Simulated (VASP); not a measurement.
Wanted: the native input for a VASP 6.6.1 run.

```yaml
Task: electric field gradients
Functional: LDA
Potentials_or_basis: VASP PAW LDA potentials, release 64 (Pb_d, S)
Cutoff: 520 eV
k_mesh: 7 × 7 × 7
Occupations: fermi-dirac, width 0.01 eV
Spin: no spin polarisation
Dipole_correction: no
Further_INCAR_settings: ALGO = Normal; EDIFF = 1e-08; NBANDS = 17
```

The structure of PbS lies in POSCAR:

```
PbS
1.0
    0.0296500000      2.9798250000      2.9798250000
    2.9798250000      0.0296500000      2.9798250000
    2.9798250000      2.9798250000      0.0296500000
Pb S
1 1
Direct
    0.0000000000      0.0000000000      0.0000000000
    0.5000000000      0.5000000000      0.5000000000
```

This cell differs from its parent crystal: equal xy, yz and zx shear strains of +1 %.

These files were run (other wordings do the same):

INCAR

```
  PREC = Accurate
  ENCUT = 520
  EDIFF = 1E-8
  ISMEAR = -1
  SIGMA = 0.01
  LREAL = F
  LASPH = T
  NELM = 60
  ALGO = Normal
  ISIF = 2
  LWAVE = F
  LCHARG = F
  GGA = CA
  LEFG = T
  NBANDS = 17
```

KPOINTS

```
regular mesh
0
Gamma
  7 7 7
```

Potentials or basis: VASP PAW LDA potentials, release 64 (Pb_d, S).

Command:

```bash
$ cat potpaw_LDA.64/Pb_d/POTCAR potpaw_LDA.64/S/POTCAR > POTCAR
$ mpirun -np 1 vasp_std > vasp.out
```

Results of the run:

* Pressure: -2.6 GPa
* Band gap on the k mesh: 0.79 eV, indirect (least direct gap 0.87 eV)

Caveat: the cell differs from its parent crystal (equal xy, yz and zx shear strains of +1 %); without QUAD_EFG the Cq values of the log hold for a quadrupole moment of 1 mb, not for the nuclei; spin-orbit coupling is left out, which moves the levels of the heavy elements.

Wall time 38 s on 1 thread of AMD EPYC 7R43 64-Core Processor (Zen 3), on a shared host, peak memory 0.14 GiB.
